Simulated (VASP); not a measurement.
# Mo16H (a cell with a defect) in VASP: single point with PBE

Aim: the single point of Mo16H (a cell with a defect) with PBE.

All numbers are computed with VASP 6.6.1; they aren't measurements. Logs are shortened: lines on timing, memory, paths and dates and some standing lists are left out, and cuts for length are marked.

### 1 The cell of the first run

The cell holds a defect, 17 atoms: a = 6.300 Å, b = 6.300 Å, c = 6.300 Å, α = 90.00°, β = 90.00°, γ = 90.00°.

### 2 Single point, PBE

The input, INCAR:

```
PREC     = Accurate       # precision mode
ENCUT    = 520            # plane-wave cutoff, eV
EDIFF    = 1E-7           # SCF threshold, eV
ISMEAR   = 0              # smearing method
SIGMA    = 0.1            # smearing width, eV
LREAL    = Auto         
LASPH    = T              # aspherical terms in the spheres
NELM     = 80             # most SCF steps
ALGO     = Normal         # electronic algorithm
ISIF     = 2              # what is computed and relaxed
LWAVE    = F              # write WAVECAR
LCHARG   = F              # write CHGCAR
GGA      = PE             # functional
NBANDS   = 126            # bands
```

The input, KPOINTS:

```
regular mesh
0
Gamma
  3 3 3
```

The input, POSCAR:

```
Mo16H
1.0
    6.3000000000      0.0000000000      0.0000000000
    0.0000000000      6.3000000000      0.0000000000
    0.0000000000      0.0000000000      6.3000000000
Mo H
16 1
Direct
   -0.0004829463      0.0101454734     -0.0074928687
    0.4995116697      0.0014180036     -0.0013315023
   -0.0004875766      0.4906563970     -0.0074969113
   -0.0004857050      0.0016289443      0.4992646108
    0.2505013458      0.2504154396      0.2495700284
    0.4995102276      0.4994169458     -0.0013286070
    0.4995107808      0.0023166877      0.5014083737
    0.7485080185      0.2504138766      0.2495700072
   -0.0004864148      0.4992155751      0.4992623723
    0.2592470076      0.7504214318      0.2557248516
    0.2514088261      0.2504184825      0.7468426627
    0.4995094983      0.4985175089      0.5013967579
    0.7397637299      0.7504168409      0.2557347646
    0.7475954106      0.2504170713      0.7468342364
    0.2507088143      0.7504180318      0.7489815542
    0.7482937489      0.7504171865      0.7489823938
   -0.0004987354      0.7504053032      0.1241129758
```

Potentials or basis: VASP PAW PBE potentials, release 64 (Mo_sv, H).

Run with:

```bash
> cat potpaw_PBE.64/Mo_sv/POTCAR potpaw_PBE.64/H/POTCAR > POTCAR
> mpirun -np 1 vasp_std > vasp.out
```

OUTCAR:

```text
PREC = Accurate
   ENCUT = 520
   EDIFF = 1E-7
   ISMEAR = 0
   LREAL = Auto
   LASPH = T
   NELM = 80
   ISIF = 2
   GGA = PE

 ion  position               nearest neighbor table
   1  1.000  0.010  0.993-  17 1.83  11 2.68  14 2.68   5 2.72   8 2.72  15 2.75  16 2.75  10 2.85
                            13 2.85   3 3.03   4 3.11   2 3.15   2 3.15   4 3.19   3 3.27
   2  0.500  0.001  0.999-  10 2.72  13 2.72   8 2.72   5 2.72  14 2.72  11 2.72  16 2.73  15 2.73
                             7 3.13   6 3.14   1 3.15   1 3.15   6 3.16   7 3.17
   3  1.000  0.491  0.993-  17 1.83  11 2.68  14 2.68   5 2.72   8 2.72  15 2.75  16 2.75  10 2.85
                            13 2.85   1 3.03   9 3.11   6 3.15   6 3.15   9 3.19   1 3.27
   4  1.000  0.002  0.499-  11 2.72  14 2.72   5 2.73   8 2.73  15 2.74  16 2.74  10 2.75  13 2.75
                             1 3.11   9 3.13   7 3.15   7 3.15   9 3.17   1 3.19
   5  0.251  0.250  0.250-   3 2.72   1 2.72   6 2.72   2 2.72  12 2.72   7 2.72   4 2.73   9 2.73
                            11 3.13   8 3.14  10 3.15  10 3.15   8 3.16  11 3.17
   6  0.500  0.499  0.999-  13 2.72  10 2.72   8 2.72   5 2.72  14 2.72  11 2.72  16 2.73  15 2.73
                            12 3.13   2 3.14   3 3.15   3 3.15   2 3.16  12 3.17
   7  0.500  0.002  0.501-  13 2.68  10 2.68  14 2.70  11 2.70  16 2.72  15 2.72   8 2.72   5 2.72
                            12 3.13   2 3.13   4 3.15   4 3.15   2 3.17  12 3.17
   8  0.749  0.250  0.250-   3 2.72   1 2.72   2 2.72   6 2.72  12 2.72   7 2.72   4 2.73   9 2.73
                            14 3.13   5 3.14  13 3.15  13 3.15   5 3.16  14 3.17
   9  1.000  0.499  0.499-  11 2.72  14 2.72   5 2.73   8 2.73  15 2.74  16 2.74  10 2.75  13 2.75
                             3 3.11   4 3.13  12 3.15  12 3.15   4 3.17   3 3.19
  10  0.259  0.750  0.256-  17 1.83  12 2.68   7 2.68   2 2.72   6 2.72   9 2.75   4 2.75   1 2.85
                             3 2.85  13 3.03  15 3.11   5 3.15   5 3.15  15 3.19  13 3.27
  11  0.251  0.250  0.747-   3 2.68   1 2.68   7 2.70  12 2.70   4 2.72   9 2.72   6 2.72   2 2.72
                            14 3.13   5 3.13  15 3.15  15 3.15   5 3.17  14 3.17
  12  0.500  0.499  0.501-  13 2.68  10 2.68  14 2.70  11 2.70  16 2.72  15 2.72   8 2.72   5 2.72
                             7 3.13   6 3.13   9 3.15   9 3.15   6 3.17   7 3.17
  13  0.740  0.750  0.256-  17 1.83  12 2.68   7 2.68   6 2.72   2 2.72   9 2.75   4 2.75   1 2.85
                             3 2.85  10 3.03  16 3.11   8 3.15   8 3.15  16 3.19  10 3.27
  14  0.748  0.250  0.747-   3 2.68   1 2.68   7 2.70  12 2.70   4 2.72   9 2.72   2 2.72   6 2.72
                            11 3.13   8 3.13  16 3.15  16 3.15   8 3.17  11 3.17
  15  0.251  0.750  0.749-   7 2.72  12 2.72   2 2.73   6 2.73   9 2.74   4 2.74   1 2.75   3 2.75
                            10 3.11  16 3.13  11 3.15  11 3.15  16 3.17  10 3.19
  16  0.748  0.750  0.749-   7 2.72  12 2.72   2 2.73   6 2.73   9 2.74   4 2.74   1 2.75   3 2.75
                            13 3.11  15 3.13  14 3.15  14 3.15  15 3.17  13 3.19
  17  1.000  0.750  0.124-   1 1.83  13 1.83  10 1.83   3 1.83

  LATTYP: Found a simple cubic cell.
 ALAT       =     6.3000000000

  Lattice vectors:

 A1 = (   6.3000000000,   0.0000000000,   0.0000000000)
 A2 = (   0.0000000000,   6.3000000000,   0.0000000000)
 A3 = (   0.0000000000,   0.0000000000,   6.3000000000)

Analysis of symmetry for initial positions (statically):
=====================================================================
 Subroutine PRICEL returns:
 Original cell was already a primitive cell.

 Routine SETGRP: Setting up the symmetry group for a
 simple cubic supercell.

 Subroutine GETGRP returns: Found  1 space group operations
 (whereof  1 operations were pure point group operations)
 out of a pool of 48 trial point group operations.

The static configuration has the point symmetry C_1 .

Analysis of symmetry for dynamics (positions and initial velocities):
=====================================================================
 Subroutine PRICEL returns:
 Original cell was already a primitive cell.

 Routine SETGRP: Setting up the symmetry group for a
 simple cubic supercell.

 Subroutine GETGRP returns: Found  1 space group operations
 (whereof  1 operations were pure point group operations)
 out of a pool of 48 trial point group operations.

The dynamic configuration has the point symmetry C_1 .

 Subroutine INISYM returns: Found  1 space group operations
 (whereof  1 operations are pure point group operations),
 and found     1 'primitive' translations

----------------------------------------------------------------------------------------

                                     Primitive cell

  volume of cell :     250.0470

  direct lattice vectors                    reciprocal lattice vectors
     6.300000000  0.000000000  0.000000000     0.158730159  0.000000000  0.000000000
     0.000000000  6.300000000  0.000000000     0.000000000  0.158730159  0.000000000
     0.000000000  0.000000000  6.300000000     0.000000000  0.000000000  0.158730159

  length of vectors
     6.300000000  6.300000000  6.300000000     0.158730159  0.158730159  0.158730159

  position of ions in fractional coordinates (direct lattice)
     0.999517054  0.010145473  0.992507131
     0.499511670  0.001418004  0.998668498
     0.999512423  0.490656397  0.992503089
     0.999514295  0.001628944  0.499264611
     0.250501346  0.250415440  0.249570028
     0.499510228  0.499416946  0.998671393
[... 9 lines left out ...]
     0.748293749  0.750417187  0.748982394
     0.999501265  0.750405303  0.124112976

  ion indices of the primitive-cell ions
   primitive index   ion index
                 1           1
                 2           2
                 3           3
                 4           4
                 5           5
                 6           6
[... 9 lines left out ...]
                16          16
                17          17

----------------------------------------------------------------------------------------

 KPOINTS: regular mesh

Automatic generation of k-mesh.
 Grid dimensions read from file:
 generate k-points for:    3    3    3

 Generating k-lattice:

  Cartesian coordinates                     Fractional coordinates (reciprocal lattice)
     0.052910053  0.000000000  0.000000000     0.333333333  0.000000000  0.000000000
     0.000000000  0.052910053  0.000000000     0.000000000  0.333333333  0.000000000
     0.000000000  0.000000000  0.052910053     0.000000000  0.000000000  0.333333333

  Length of vectors
     0.052910053  0.052910053  0.052910053

  Shift w.r.t. Gamma in fractional coordinates (k-lattice)
     0.000000000  0.000000000  0.000000000

 Subroutine IBZKPT returns following result:
 ===========================================

 Found     14 irreducible k-points:

 Following reciprocal coordinates:
            Coordinates               Weight
  0.000000  0.000000  0.000000      1.000000
  0.333333  0.000000  0.000000      2.000000
  0.000000  0.333333  0.000000      2.000000
  0.000000  0.000000  0.333333      2.000000
  0.333333  0.333333  0.000000      2.000000
  0.000000  0.333333  0.333333      2.000000
  0.333333  0.000000  0.333333      2.000000
 -0.333333  0.333333  0.000000      2.000000
 -0.333333  0.000000  0.333333      2.000000
  0.000000 -0.333333  0.333333      2.000000
  0.333333  0.333333  0.333333      2.000000
 -0.333333  0.333333  0.333333      2.000000
 -0.333333 -0.333333  0.333333      2.000000
  0.333333 -0.333333  0.333333      2.000000
   k-points           NKPTS =     14   k-points in BZ     NKDIM =     14   number of bands    NBANDS=    126
   number of dos      NEDOS =    301   number of ions     NIONS =     17
   total plane-waves  NPLWV = 110592
   dimension x,y,z NGX =    48 NGY =   48 NGZ =   48
   dimension x,y,z NGXF=    96 NGYF=   96 NGZF=   96
   ions per type =              16   1
   NGX,Y,Z   is equivalent  to a cutoff of  12.67, 12.67, 12.67 a.u.
   NGXF,Y,Z  is equivalent  to a cutoff of  25.33, 25.33, 25.33 a.u.
 SYSTEM =  unknown system
   PREC   = accura    normal or accurate (medium, high low for compatibility)
   ISTART =      0    job   : 0-new  1-cont  2-samecut
   ICHARG =      2    charge: 1-file 2-atom 10-const
   ISPIN  =      1    spin polarized calculation?
   LNONCOLLINEAR =      F non collinear calculations
   LSORBIT =      F    spin-orbit coupling
   LASPH  =      T    aspherical Exc in radial PAW
   ENCUT  =  520.0 eV  38.22 Ry    6.18 a.u.  11.71 11.71 11.71*2*pi/ulx,y,z
   NELM   =     80;   NELMIN=  2; NELMDL= -5     # of ELM steps
   EDIFF  = 0.1E-06   stopping-criterion for ELM
   LREAL  =      T    real-space projection
   EDIFFG = 0.1E-05   stopping-criterion for IOM
   NSW    =      0    number of steps for IOM
   IBRION =     -1    ionic relax: 0-MD 1-quasi-New 2-CG
   NFREE  =      0    steps in history (QN), initial steepest desc. (CG)
   ISIF   =      2    stress and relaxation
   ISYM   =      2    0-nonsym 1-usesym 2-fastsym
   POTIM  = 0.5000    time-step for ionic-motion
   TEBEG  =    0.0;   TEEND  =   0.0 temperature during run
   PSTRESS=    0.0 pullay stress
   NELECT =     225.0000    total number of electrons
   NUPDOWN=      -1.0000    fix difference up-down
   EMIN   =  10.00;   EMAX   =-10.00  energy-range for DOS
   EFERMI =   0.00;   METHOD = LEGACY
   ISMEAR =     0;   SIGMA  =   0.10  broadening in eV -4-tet -1-fermi 0-gaus
   EFERMI_NEDOS =   21; number of points for ismear=-14 and -15
   IALGO  =     38    algorithm
   IMIX   =      4    mixing-type and parameters
     AMIX     =   0.40;   BMIX     =  1.00
     AMIX_MAG =   1.60;   BMIX_MAG =  1.00
  volume/ion in A,a.u.               =      14.71        99.26
  Fermi-wavevector in a.u.,A,eV,Ry     =   1.580502  2.986716 33.987182  2.497987
  Thomas-Fermi vector in A             =   2.680720
   LORBIT       =      0    0 simple, 1 ext, 2 COOP (PROOUT), +10 PAW based schemes
   GGA     = PE    functional components
   LHFCALC =     F    Hartree Fock is set to
   AEXX    =    0.0000 exact exchange contribution
   IVDW    =     0    specifies the selected vdW correction
   LEPSILON=     F    determine dielectric tensor
   LRPA    =     F    only Hartree local field effects (RPA)
 non-spin polarized calculation
 Gauss-broadening in eV      SIGMA  =   0.10
  energy-cutoff  :      520.00
  volume of cell :      250.05
 maximum number of plane-waves:      6763
   NGX = 23   NGY = 23   NGZ = 23

 number of electron     225.0000016 magnetization

 Free energy of the ion-electron system (eV)
  ---------------------------------------------------
  ext. energy  EPLUGINS =         0.00000000
  ---------------------------------------------------
  free energy    TOTEN  =      -177.83158764 eV

  energy without entropy =     -177.73844272  energy(sigma->0) =     -177.78501518

 E-fermi :  12.7959     XC(G=0): -13.4257

 val. band max:       12.7779781606   @ k =   0.0000   0.3333   0.0000
 cond. band min:      12.7978438341   @ k =   0.3333   0.0000   0.3333
 fundamental gap:      0.0198656735
 Fermi energy:        12.7959389793

 k-point     1 :       0.0000    0.0000    0.0000
  band No.  band energies     occupation
      1     -48.6153      2.00000
      2     -48.4107      2.00000
      3     -48.3800      2.00000
      4     -48.3799      2.00000
      5     -48.3693      2.00000
      6     -48.3554      2.00000
[... 1767 lines left out ...]
    123      14.0631      0.00000
    124      14.0940      0.00000
 [bands above 124 left out]

------------------------ aborting loop because EDIFF is reached ----------------------------------------

  FORCE on cell =-STRESS in cart. coord.  units (eV):
  Direction    XX          YY          ZZ          XY          YZ          ZX
  --------------------------------------------------------------------------------------
  -------------------------------------------------------------------------------------
  Total       10.1714639     10.1729085      9.8250474     -0.0000190      0.0002050     -0.0013463
  in kB       65.1737025     65.1829592     62.9540375     -0.0001215      0.0013136     -0.0086266
  external PRESSURE =      64.4368997 kB  Pullay stress =       0.0000000 kB

 VOLUME and BASIS-vectors are now :
 -----------------------------------------------------------------------------
  energy-cutoff  :      520.00
  volume of cell :      250.05
      direct lattice vectors                 reciprocal lattice vectors
     6.300000000  0.000000000  0.000000000     0.158730159  0.000000000  0.000000000
     0.000000000  6.300000000  0.000000000     0.000000000  0.158730159  0.000000000
     0.000000000  0.000000000  6.300000000     0.000000000  0.000000000  0.158730159

 POSITION                                       TOTAL-FORCE (eV/Angst)
 -----------------------------------------------------------------------------------
      6.29696      0.06392      6.25279        -0.000927     -0.001924     -0.005083
      3.14692      0.00893      6.29161         0.000299     -0.003877     -0.003358
      6.29693      3.09114      6.25277        -0.000345      0.003507     -0.005121
      6.29694      0.01026      3.14537        -0.000246      0.000720     -0.002229
      1.57816      1.57762      1.57229        -0.004280     -0.000452      0.004444
      3.14691      3.14633      6.29163         0.000120      0.004139     -0.003538
[... 9 lines left out ...]
      4.71425      4.72763      4.71859        -0.000560     -0.000022      0.001809
      6.29686      4.72755      0.78191         0.000029     -0.000175      0.000026
 -----------------------------------------------------------------------------------
    total drift:                                0.000909     -0.001133      0.000582

  FREE ENERGIE OF THE ION-ELECTRON SYSTEM (eV)
  ---------------------------------------------------
  free  energy   TOTEN  =      -177.8315876366 eV

  energy  without entropy=     -177.7384427156  energy(sigma->0) =     -177.78501518
```

Wall time 13 min (1 thread of Intel Xeon Platinum 8259CL at 2.50GHz (Skylake/Cascade Lake), shared host); peak memory 0.49 GiB.

What came out:

| Quantity | Value |
| --- | --- |
| Free energy | -177.8316 eV |
| Pressure | 6.4 GPa |
| Largest force | 0.008 eV/Å |
| Band gap on the k mesh | zero (an odd number of electrons rules out a gap without spin polarisation) |

Forces on the atoms (eV/Å):
```
Mo  -0.001 -0.002 -0.005
Mo   0.000 -0.004 -0.003
Mo   0.000  0.004 -0.005
Mo   0.000  0.001 -0.002
Mo  -0.004  0.000  0.004
Mo   0.000  0.004 -0.004
Mo   0.000  0.008  0.000
Mo   0.004  0.000  0.003
Mo   0.000 -0.001 -0.002
Mo  -0.002  0.000  0.005
Mo   0.007  0.000 -0.001
Mo   0.000 -0.008  0.001
Mo   0.002  0.000  0.004
Mo  -0.007  0.000  0.000
Mo   0.001  0.000  0.002
Mo  -0.001  0.000  0.002
H    0.000  0.000  0.000
```
